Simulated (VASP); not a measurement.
CoO, 2 atoms in the cell. Symmetry: Fm-3m, No. 225, cubic system. Conventional cell: a = 4.176 Å, b = 4.176 Å, c = 4.176 Å, α = 90.00°, β = 90.00°, γ = 90.00°. Co (site symmetry m-3m) has 6 O at 2.09 Å within 2.8 Å. O (site symmetry m-3m) has 6 Co at 2.09 Å within 2.8 Å.  This cell differs from its parent crystal: volume scaled by 0.94.

| Quantity | Value |
| --- | --- |
| Program | VASP 6.6.1 |
| Task | electric field gradients |
| Functional | PBEsol |
| Potentials or basis | VASP PAW PBE potentials, release 64 (Co, O) |
| Cutoff | 520 eV |
| k mesh | 16 × 16 × 16 |
| Occupations | fermi-dirac, width 0.05 eV |
| Spin | collinear spin, ferromagnetic start |
| Starting moments | [2.0, 0.0] μB |
| Dipole correction | no |
| Further INCAR settings | ALGO = Normal; EDIFF = 1e-08; NBANDS = 18 |

Potentials or basis: VASP PAW PBE potentials, release 64 (Co, O).

The run is started by

```console
$ cat potpaw_PBE.64/Co/POTCAR potpaw_PBE.64/O/POTCAR > POTCAR
$ mpirun -np 1 vasp_std > vasp.out
```

Hardware: 1 thread of Intel Xeon 8259CL, on a shared host.

Task: How long does it take, and how much memory?

Result: Run time: 2.6 min on 1 thread of Intel Xeon 8259CL (shared host), peak memory 0.21 GiB. Counts: scf iterations 17, k points 145.
